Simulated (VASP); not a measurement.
# Mg (Fd-3m) in VASP: notebook

Runs on Mg. Level: LDA. Tasks: single point.

All numbers are computed with VASP 6.6.1; they aren't measurements. Logs are shortened: lines on timing, memory, paths and dates and some standing lists are left out, and cuts for length are marked.

### Step 1. The cell of the first run

It takes space group Fd-3m (No. 227, cubic). Conventional cell: a = 5.818 Å, b = 5.818 Å, c = 5.818 Å, α = 90.00°, β = 90.00°, γ = 90.00°. Within 3.3 Å of Mg (site symmetry -43m) lie 4 Mg at 2.52 Å.

This isn't the form of Mg at room conditions, which is hcp.

### Step 2. Single point, LDA

INCAR

```
PREC = Accurate ; ENCUT = 520
EDIFF = 1E-6 ; ISMEAR = -1
SIGMA = 0.1 ; LREAL = F
LASPH = T ; NELM = 80
ALGO = Normal ; ISIF = 2
LWAVE = F ; LCHARG = F
NBANDS = 9
```

KPOINTS

```
Automatic mesh
0
Gamma
  12 12 12
```

POSCAR

```
Mg
1.0
    0.0000000000      2.9088515172      2.9088515172
    2.9088515172      0.0000000000      2.9088515172
    2.9088515172      2.9088515172      0.0000000000
Mg
2
Direct
   -0.1250000000     -0.1250000000     -0.1250000000
    0.1250000000      0.1250000000      0.1250000000
```

Potentials or basis: VASP PAW LDA potentials, release 64 (Mg).

Started as:

```bash
cat potpaw_LDA.64/Mg/POTCAR > POTCAR
mpirun -np 1 vasp_std > vasp.out
```

OUTCAR:

```text
PREC = Accurate
   ENCUT = 520
   EDIFF = 1E-6
   ISMEAR = -1
   LREAL = F
   LASPH = T
   NELM = 80
   ISIF = 2

 ion  position               nearest neighbor table
   1  0.875  0.875  0.875-   2 2.52   2 2.52   2 2.52   2 2.52
   2  0.125  0.125  0.125-   1 2.52   1 2.52   1 2.52   1 2.52

  LATTYP: Found a face centered cubic cell.
 ALAT       =     5.8177030344

  Lattice vectors:

 A1 = (   0.0000000000,   2.9088515172,   2.9088515172)
 A2 = (   2.9088515172,   0.0000000000,   2.9088515172)
 A3 = (   2.9088515172,   2.9088515172,   0.0000000000)

Analysis of symmetry for initial positions (statically):
=====================================================================
 Subroutine PRICEL returns:
 Original cell was already a primitive cell.

 Routine SETGRP: Setting up the symmetry group for a
 face centered cubic supercell.

 Subroutine GETGRP returns: Found 48 space group operations
 (whereof 12 operations were pure point group operations)
 out of a pool of 48 trial point group operations.

The static configuration has the point symmetry D_3d.
 The point group associated with its full space group is O_h .

Analysis of symmetry for dynamics (positions and initial velocities):
=====================================================================
 Subroutine PRICEL returns:
 Original cell was already a primitive cell.

 Routine SETGRP: Setting up the symmetry group for a
 face centered cubic supercell.

 Subroutine GETGRP returns: Found 48 space group operations
 (whereof 12 operations were pure point group operations)
 out of a pool of 48 trial point group operations.

The dynamic configuration has the point symmetry D_3d.
 The point group associated with its full space group is O_h .

 Subroutine INISYM returns: Found 48 space group operations
 (whereof 12 operations are pure point group operations),
 and found     1 'primitive' translations

----------------------------------------------------------------------------------------

                                     Primitive cell

  volume of cell :      49.2260

  direct lattice vectors                    reciprocal lattice vectors
     0.000000000  2.908851517  2.908851517    -0.171889145  0.171889145  0.171889145
     2.908851517  0.000000000  2.908851517     0.171889145 -0.171889145  0.171889145
     2.908851517  2.908851517  0.000000000     0.171889145  0.171889145 -0.171889145

  length of vectors
     4.113737267  4.113737267  4.113737267     0.297720732  0.297720732  0.297720732

  position of ions in fractional coordinates (direct lattice)
     0.875000000  0.875000000  0.875000000
     0.125000000  0.125000000  0.125000000

  ion indices of the primitive-cell ions
   primitive index   ion index
                 1           1
                 2           2

----------------------------------------------------------------------------------------

 KPOINTS: Automatic mesh

Automatic generation of k-mesh.
 Grid dimensions read from file:
 generate k-points for:   12   12   12

 Generating k-lattice:

  Cartesian coordinates                     Fractional coordinates (reciprocal lattice)
    -0.014324095  0.014324095  0.014324095     0.083333333  0.000000000  0.000000000
     0.014324095 -0.014324095  0.014324095     0.000000000  0.083333333  0.000000000
     0.014324095  0.014324095 -0.014324095     0.000000000  0.000000000  0.083333333

  Length of vectors
     0.024810061  0.024810061  0.024810061

  Shift w.r.t. Gamma in fractional coordinates (k-lattice)
     0.000000000  0.000000000  0.000000000

 Subroutine IBZKPT returns following result:
 ===========================================

 Found     72 irreducible k-points:

 Following reciprocal coordinates:
            Coordinates               Weight
  0.000000  0.000000  0.000000      1.000000
  0.083333  0.000000  0.000000      8.000000
  0.166667  0.000000  0.000000      8.000000
  0.250000  0.000000  0.000000      8.000000
  0.333333  0.000000  0.000000      8.000000
  0.416667  0.000000  0.000000      8.000000
[... 16 lines left out ...]
  0.500000  0.166667  0.000000     24.000000
 -0.416667  0.166667  0.000000     24.000000
 [... further k-points ...]
   k-points           NKPTS =     72   k-points in BZ     NKDIM =     72   number of bands    NBANDS=      9
   number of dos      NEDOS =    301   number of ions     NIONS =      2
   total plane-waves  NPLWV =  32768
   dimension x,y,z NGX =    32 NGY =   32 NGZ =   32
   dimension x,y,z NGXF=    64 NGYF=   64 NGZF=   64
   ions per type =               2
   NGX,Y,Z   is equivalent  to a cutoff of  12.93, 12.93, 12.93 a.u.
   NGXF,Y,Z  is equivalent  to a cutoff of  25.86, 25.86, 25.86 a.u.
 SYSTEM =  unknown system
   PREC   = accura    normal or accurate (medium, high low for compatibility)
   ISTART =      0    job   : 0-new  1-cont  2-samecut
   ICHARG =      2    charge: 1-file 2-atom 10-const
   ISPIN  =      1    spin polarized calculation?
   LNONCOLLINEAR =      F non collinear calculations
   LSORBIT =      F    spin-orbit coupling
   LASPH  =      T    aspherical Exc in radial PAW
   ENCUT  =  520.0 eV  38.22 Ry    6.18 a.u.   7.65  7.65  7.65*2*pi/ulx,y,z
   NELM   =     80;   NELMIN=  2; NELMDL= -5     # of ELM steps
   EDIFF  = 0.1E-05   stopping-criterion for ELM
   LREAL  =      F    real-space projection
   EDIFFG = 0.1E-04   stopping-criterion for IOM
   NSW    =      0    number of steps for IOM
   IBRION =     -1    ionic relax: 0-MD 1-quasi-New 2-CG
   NFREE  =      0    steps in history (QN), initial steepest desc. (CG)
   ISIF   =      2    stress and relaxation
   ISYM   =      2    0-nonsym 1-usesym 2-fastsym
   POTIM  = 0.5000    time-step for ionic-motion
   TEBEG  =    0.0;   TEEND  =   0.0 temperature during run
   PSTRESS=    0.0 pullay stress
   NELECT =       4.0000    total number of electrons
   NUPDOWN=      -1.0000    fix difference up-down
   EMIN   =  10.00;   EMAX   =-10.00  energy-range for DOS
   EFERMI =   0.00;   METHOD = LEGACY
   ISMEAR =    -1;   SIGMA  =   0.10  broadening in eV -4-tet -1-fermi 0-gaus
   EFERMI_NEDOS =   21; number of points for ismear=-14 and -15
   IALGO  =     38    algorithm
   IMIX   =      4    mixing-type and parameters
     AMIX     =   0.40;   BMIX     =  1.00
     AMIX_MAG =   1.60;   BMIX_MAG =  1.00
  volume/ion in A,a.u.               =      24.61       166.10
  Fermi-wavevector in a.u.,A,eV,Ry     =   0.709082  1.339971  6.840977  0.502798
  Thomas-Fermi vector in A             =   1.795569
   LORBIT       =      0    0 simple, 1 ext, 2 COOP (PROOUT), +10 PAW based schemes
   GGA     = CA    functional components
   LHFCALC =     F    Hartree Fock is set to
   AEXX    =    0.0000 exact exchange contribution
   IVDW    =     0    specifies the selected vdW correction
   LEPSILON=     F    determine dielectric tensor
   LRPA    =     F    only Hartree local field effects (RPA)
 non-spin polarized calculation
  energy-cutoff  :      520.00
  volume of cell :       49.23
 maximum number of plane-waves:      1363
   NGX = 15   NGY = 15   NGZ = 15

 number of electron       4.0000000 magnetization

 Free energy of the ion-electron system (eV)
  ---------------------------------------------------
  ext. energy  EPLUGINS =         0.00000000
  ---------------------------------------------------
  free energy    TOTEN  =        -1.30235676 eV

  energy without entropy =       -1.26745500  energy(sigma->0) =       -1.28490588

 E-fermi :   1.9096     XC(G=0):  -8.3160

 val. band max:        1.8580830463   @ k =  -0.2500   0.2500   0.0000
 cond. band min:       1.9566862063   @ k =  -0.4167   0.3333   0.1667
 fundamental gap:      0.0986031599
 Fermi energy:         1.9096462752

 k-point     1 :       0.0000    0.0000    0.0000
  band No.  band energies     occupation
      1      -4.6537      2.00000
      2       6.4804      0.00000
      3       6.4804      0.00000
      4       6.4804      0.00000
      5       7.4238      0.00000
      6       7.4238      0.00000
      7       7.4238      0.00000
      8      10.5701      0.00000
      9      10.5701      0.00000

 k-point     2 :       0.0833    0.0000    0.0000
  band No.  band energies     occupation
      1      -4.5629      2.00000
      2       5.4851      0.00000
      3       6.2381      0.00000
      4       6.2381      0.00000
      5       7.7626      0.00000
      6       7.7626      0.00000
      7       7.8797      0.00000
      8      10.1858      0.00000
      9      10.1858      0.00000

 k-point     3 :       0.1667    0.0000    0.0000
  band No.  band energies     occupation
      1      -4.2915      2.00000
      2       3.9864      0.00000
      3       5.8885      0.00000
      4       5.8885      0.00000
      5       8.0589      0.00000
      6       8.2193      0.00000
      7       8.2193      0.00000
      8       9.7373      0.00000
      9       9.7373      0.00000

 k-point     4 :       0.2500    0.0000    0.0000
  band No.  band energies     occupation
      1      -3.8429      2.00000
      2       2.4878      0.00615
      3       5.6274      0.00000
      4       5.6274      0.00000
      5       8.0210      0.00000
      6       8.0307      0.00000
      7       8.0307      0.00000
      8      10.1843      0.00000
      9      10.1843      0.00000

 k-point     5 :       0.3333    0.0000    0.0000
  band No.  band energies     occupation
      1      -3.2252      2.00000
      2       1.0906      1.99945
      3       5.4737      0.00000
      4       5.4737      0.00000
      5       7.5542      0.00000
      6       7.5542      0.00000
      7       7.9725      0.00000
      8      10.2302      0.00000
      9      11.2360      0.00000

 k-point     6 :       0.4167    0.0000    0.0000
  band No.  band energies     occupation
      1      -2.4664      2.00000
      2      -0.1443      2.00000
      3       5.4076      0.00000
      4       5.4076      0.00000
      5       7.1948      0.00000
      6       7.1948      0.00000
      7       7.9642      0.00000
      8       9.8236      0.00000
      9      12.4816      0.00000
[... 169 lines left out ...]
 k-point    21 :       0.3333    0.1667    0.0000
  band No.  band energies     occupation
      1      -3.3361      2.00000
      2       2.2720      0.05201
      3       4.3665      0.00000
      4       4.5230      0.00000
      5       6.1896      0.00000
      6       7.8611      0.00000
      7       9.6134      0.00000
      8      10.1267      0.00000
      9      12.2120      0.00000

 k-point    22 :       0.4167    0.1667    0.0000
  band No.  band energies     occupation
      1      -2.6681      2.00000
      2       0.9401      1.99988
      3       4.0209      0.00000
      4       4.3307      0.00000
      5       6.0462      0.00000
      6       8.8710      0.00000
      7       9.0930      0.00000
      8      10.2246      0.00000
      9      12.0407      0.00000

 k-point    23 :       0.5000    0.1667    0.0000
  band No.  band energies     occupation
      1      -1.8873      2.00000
      2      -0.2054      2.00000
      3       3.5937      0.00000
      4       4.4421      0.00000
      5       6.1140      0.00000
      6       8.6567      0.00000
      7       9.4401      0.00000
      8      10.8955      0.00000
      9      11.8228      0.00000

 k-point    24 :      -0.4167    0.1667    0.0000
  band No.  band energies     occupation
      1      -1.6583      2.00000
      2      -0.4857      2.00000
      3       3.2873      0.00000
      4       4.6952      0.00000
      5       6.3774      0.00000
      6       8.3605      0.00000
      7       9.4617      0.00000
      8      11.7337      0.00000
      9      12.1293      0.00000

 [... further k-points ...]

------------------------ aborting loop because EDIFF is reached ----------------------------------------

  FORCE on cell =-STRESS in cart. coord.  units (eV):
  Direction    XX          YY          ZZ          XY          YZ          ZX
  --------------------------------------------------------------------------------------
  -------------------------------------------------------------------------------------
  Total        3.6678553      3.6678553      3.6678553     -0.0000000      0.0000000     -0.0000000
  in kB      119.3790500    119.3790500    119.3790500     -0.0000000      0.0000000     -0.0000000
  external PRESSURE =     119.3790500 kB  Pullay stress =       0.0000000 kB

 VOLUME and BASIS-vectors are now :
 -----------------------------------------------------------------------------
  energy-cutoff  :      520.00
  volume of cell :       49.23
      direct lattice vectors                 reciprocal lattice vectors
     0.000000000  2.908851517  2.908851517    -0.171889145  0.171889145  0.171889145
     2.908851517  0.000000000  2.908851517     0.171889145 -0.171889145  0.171889145
     2.908851517  2.908851517  0.000000000     0.171889145  0.171889145 -0.171889145

 POSITION                                       TOTAL-FORCE (eV/Angst)
 -----------------------------------------------------------------------------------
      5.09049      5.09049      5.09049        -0.000000     -0.000000     -0.000000
      0.72721      0.72721      0.72721         0.000000      0.000000      0.000000
 -----------------------------------------------------------------------------------
    total drift:                                0.000000      0.000000     -0.000000

  FREE ENERGIE OF THE ION-ELECTRON SYSTEM (eV)
  ---------------------------------------------------
  free  energy   TOTEN  =        -1.3023567567 eV

  energy  without entropy=       -1.2674549997  energy(sigma->0) =       -1.28490588
```

It took 32 s on 1 thread of Intel Xeon 8259CL, shared host; peak memory 0.16 GiB.

What came out:

```
Free energy            : -1.3024 eV
Pressure               : 11.9 GPa
Band gap on the k mesh : zero (bands 2 and 3 overlap by 5.61 eV)
```

Levels at points of the mesh, in eV from the Fermi level:
```
           k point  band 1  band 2  band 3  band 4  band 5  band 6
(0.00, 0.00, 0.00)   -6.56    4.57    4.57    4.57    5.51    5.51
(0.50, 0.00, 0.00)   -3.78   -2.81    3.48    3.48    5.15    5.15
(0.50, 0.50, 0.00)   -2.34   -2.34    1.34    1.34    2.82    2.82
```

Caveat: the cell stands under pressure.

### Step 3. Single point, LDA

INCAR

```
SYSTEM = Mg
PREC = Accurate ; ENCUT = 520
EDIFF = 1E-6 ; ISMEAR = -1
SIGMA = 0.1 ; LREAL = .FALSE.
LASPH = .TRUE. ; NELM = 80
ALGO = Normal ; ISIF = 2
LWAVE = .FALSE. ; LCHARG = .FALSE.
NBANDS = 9
```

KPOINTS

```
regular mesh
0
G
  12 12 12
  0 0 0
```

POSCAR is that of step 2.

Potentials or basis: VASP PAW LDA potentials, release 64 (Mg).

Started as:

```bash
cat potpaw_LDA.64/Mg/POTCAR > POTCAR
mpirun -np 1 vasp_std > vasp.out
```

Wall time 29 s (1 thread of Intel Xeon 8259CL, shared host); peak memory 0.16 GiB.

It converged, with:

| Property | Result |
| --- | --- |
| Free energy | -1.3024 eV |
| Pressure | 11.9 GPa |
| Band gap on the k mesh | zero (bands 2 and 3 overlap by 5.61 eV) |

Levels at points of the mesh, in eV from the Fermi level:
```
           k point  band 1  band 2  band 3  band 4  band 5
(0.00, 0.00, 0.00)   -6.56    4.57    4.57    4.57    5.51
(0.50, 0.00, 0.00)   -3.78   -2.81    3.48    3.48    5.15
(0.50, 0.50, 0.00)   -2.34   -2.34    1.34    1.34    2.82
```

Caveat: the cell stands under pressure.
